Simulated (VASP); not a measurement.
# SnO2: single point with LDA

The system is SnO2.

```
Sn O
1.0
    -2.02524    2.02524    4.88730
     2.02524   -2.02524    4.88730
     2.02524    2.02524   -4.88730
Sn O
2 4
Direct
  0.75000 0.25000 0.50000
  0.00000 0.00000 0.00000
  0.79213 0.79213 0.00000
  0.95787 0.45787 0.50000
  0.20787 0.20787 0.00000
  0.54213 0.04213 0.50000
```

```
Program                : VASP 6.6.1
Task                   : single point
Functional             : LDA
Potentials or basis    : VASP PAW LDA potentials, release 64 (Sn_d, O)
Cutoff                 : 520 eV
k mesh                 : 10 × 10 × 10
Occupations            : gaussian, width 0.05 eV
Spin                   : no spin polarisation
Dipole correction      : no
Further INCAR settings : ALGO = Normal; EDIFF = 1e-06; NBANDS = 35
```

* Pressure: 0.4 GPa
* Largest force: 0.071 eV/Å
* Band gap on the k mesh: 1.78 eV (least direct gap 2.29 eV)

Forces on the atoms (eV/Å):
```
Sn   0.000  0.000  0.000
Sn   0.000  0.000  0.000
O    0.000  0.000 -0.071
O    0.000  0.000  0.071
O    0.000  0.000  0.071
O    0.000  0.000 -0.071
```

Stress tensor (GPa, compression positive):
```
-2.13  0.00  0.00
 0.00 -2.13  0.00
 0.00  0.00  5.38
```

Levels at points of the mesh, in eV from the valence-band top:
| k point | band 22 | band 23 | band 24 | band 25 | band 26 | band 27 | band 28 | band 29 | band 30 | band 31 |
| --- | --- | --- | --- | --- | --- | --- | --- | --- | --- | --- |
| (0.00, 0.00, 0.00) | -1.21 | -0.72 | -0.72 | -0.52 | -0.52 | 1.78 | 5.46 | 9.27 | 10.20 | 10.55 |
| (0.50, 0.00, 0.00) | -1.07 | -0.88 | -0.83 | -0.70 | -0.50 | 5.05 | 6.24 | 7.87 | 8.49 | 10.15 |
| (0.50, 0.50, 0.00) | -1.05 | -0.78 | -0.78 | -0.07 | -0.07 | 7.37 | 7.37 | 7.39 | 7.39 | 8.55 |
| (0.50, 0.50, 0.50) | -2.87 | -1.04 | -1.04 | -0.40 | -0.40 | 4.25 | 4.25 | 7.73 | 7.73 | 11.76 |

Wall time 3.6 min on 1 thread of AMD EPYC 9R45 96-Core Processor (Zen 5), on a shared host, peak memory 0.33 GiB.

Caveat: the stress differs along the axes, from -2 to 5 GPa; spin-orbit coupling is left out, which moves the levels of the heavy elements. A k mesh can miss the band edges.
